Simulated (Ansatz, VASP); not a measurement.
# Two plane-wave programs on Si2Sn

```
CELL_PARAMETERS angstrom
3.88769 0.00000 0.00000
0.00000 3.88769 0.00000
0.00000 0.00000 4.74411
ATOMIC_POSITIONS crystal
Si 0.50000 0.50000 0.00000
Si 0.50000 0.50000 0.50000
Sn 0.00000 0.00000 0.50000
```

Alike in both runs: functional PBE; k mesh 12 × 12 × 10; occupations gaussian, width 0.1 eV; no spin polarisation.

Ansatz relaxed the structure, and its values are those at the end. VASP's run is a single point on that final structure, the one shown.

```csv
,VASP,Ansatz
version,VASP 6.6.1,Ansatz 0.2.0
potentials or method,"VASP PAW PBE potentials, release 64 (Si, Sn_d), cutoff 520 eV","scalar-relativistic, plane waves, PAW"
valence electrons in the cell,22,22
```

|  | VASP | Ansatz | Ansatz less VASP |
| --- | --- | --- | --- |
| gap on the k mesh at the Fermi level (eV) | none | none | - |
| pressure (GPa) | -0.1 | 0.0 | +0.05 |

A gap of «none» marks a metal or a gap that the smearing closes. The functional is the same, so the differences come from potentials, cutoffs and numerics.
